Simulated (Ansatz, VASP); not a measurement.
One calculation of Mo, two programs

```
CELL_PARAMETERS angstrom
2.65525 1.53301 9.20729
-2.65525 1.53301 9.20729
0.00000 -3.06602 9.20729
ATOMIC_POSITIONS crystal
Mo 0.04501 0.54872 0.04501
Mo 0.04501 0.04501 0.54872
Mo 0.54872 0.04501 0.04501
Mo 0.95499 0.45128 0.95499
Mo 0.45128 0.95499 0.95499
Mo 0.95499 0.95499 0.45128
Mo 0.20815 0.70520 0.20815
Mo 0.20815 0.20815 0.70520
Mo 0.70520 0.20815 0.20815
Mo 0.79185 0.29480 0.79185
Mo 0.29480 0.79185 0.79185
Mo 0.79185 0.79185 0.29480
```

Alike in both runs: functional PBE; k mesh 3 × 3 × 3; occupations gaussian, width 0.1 eV; no spin polarisation.

Ansatz relaxed the structure, and its values are those at the end. VASP's run is a single point on that final structure, the one shown.

|  | VASP | Ansatz |
| --- | --- | --- |
| version | VASP 6.6.1 | Ansatz 0.2.0 |
| potentials or method | VASP PAW PBE potentials, release 64 (Mo_sv), cutoff 520 eV | scalar-relativistic, plane waves, PAW |
| valence electrons in the cell | 168 | 168 |

|  | VASP | Ansatz | Ansatz less VASP |
| --- | --- | --- | --- |
| gap on the k mesh at the Fermi level (eV) | none | none | - |
| pressure (GPa) | 0.3 | -0.1 | -0.40 |
| rms of the force components (eV/Å) | 0.010 | 0.009 | -0.0006 |

A gap of «none» marks a metal or a gap that the smearing closes. With one functional, cell and mesh, what is left measures potentials, basis and numerics.

The k mesh is coarse, so the values compare programs but aren't converged.
